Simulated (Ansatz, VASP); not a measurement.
One calculation of Eu, two programs

Contents of INCAR:

```
PREC = Accurate
ENCUT = 520
EDIFF = 1E-6
ISMEAR = -1
SIGMA = 0.05
LREAL = F
LASPH = T
NELM = 150
ALGO = Normal
ISIF = 2
LWAVE = F
LCHARG = T
ISPIN = 2
MAGMOM = 7
LORBIT = 11
LMAXMIX = 6
GGA = CA
LELF = T
LVHAR = T
NBANDS = 18
```

The input KPOINTS:

```
Automatic mesh
0
Gamma
  11 11 11
```

POSCAR

```
Eu
1.0
    2.4262116405      0.0000000000      0.0000000000
    0.0000000000      2.4262116405      0.0000000000
    0.0000000000      0.0000000000      2.4262116405
Eu
1
Direct
    0.0000000000      0.0000000000      0.0000000000
```

Input for Ansatz:

```yaml
crystal:
  lattice:
    - [2.4262116405, 0.0, 0.0]
    - [0.0, 2.4262116405, 0.0]
    - [0.0, 0.0, 2.4262116405]
  atoms:
    - { symbol: Eu, position: [0.0, 0.0, 0.0], spin: 7.0 }
magnetization:
  spin_polarized: true
kpoints:
  mp_grid: { grid: [11, 11, 11] }
  band_path:
    path:
      - [0.0, 0.0, 0.0]
      - [0.0, 0.5, 0.0]
      - [0.5, 0.5, 0.0]
      - [0.0, 0.0, 0.0]
      - [0.5, 0.5, 0.5]
      - [0.0, 0.5, 0.0]
      - [0.5, 0.5, 0.5]
      - [0.5, 0.5, 0.0]
    npoints: 8
scf:
  occupations: { method: fermi_dirac, width: 0.05 }
hamiltonian:
  xc: lda
  pseudopotentials: { kind: all_electron, lapw: { basis_error: 0.001 } }
output:
  forces: true
  stress: true
  eigenvalues: true
  populations: true
  dos: { projected: true, de: 0.2, e_range: [-14, 8] }
```

Change from the starting cell: volume scaled by 0.43, LAPW.

Alike in both runs: task single point; functional LDA; k mesh 11 × 11 × 11; occupations fermi-dirac, width 0.05 eV; collinear spin.

```csv
,VASP,Ansatz
version,VASP 6.6.1,Ansatz 0.2.0
potentials or method,"VASP PAW PBE potentials, release 64 (Eu), cutoff 520 eV","all-electron LAPW, scalar-relativistic"
```

```tsv
	VASP	Ansatz	Ansatz less VASP
pressure (GPa)	96.9	95.2	-1.68
net moment per atom (μB)	6.25	6.31	+0.065
size of the moment on the site where the two differ most (μB)	6.17	6.21	+0.041
```

VASP's potentials were made for PBE, not for LDA. LDA's correlation is that of Perdew and Zunger in VASP and of Perdew and Wang (1992) in Ansatz. Site moments also hang on the region over which each program counts them. Both programs put the cell under a high pressure, so it lies far from rest at this level. Ansatz ran all-electron here, and VASP with PAW potentials.

Neither program's run includes spin-orbit coupling. Noted on VASP's run: the cell as given lies far from equilibrium.
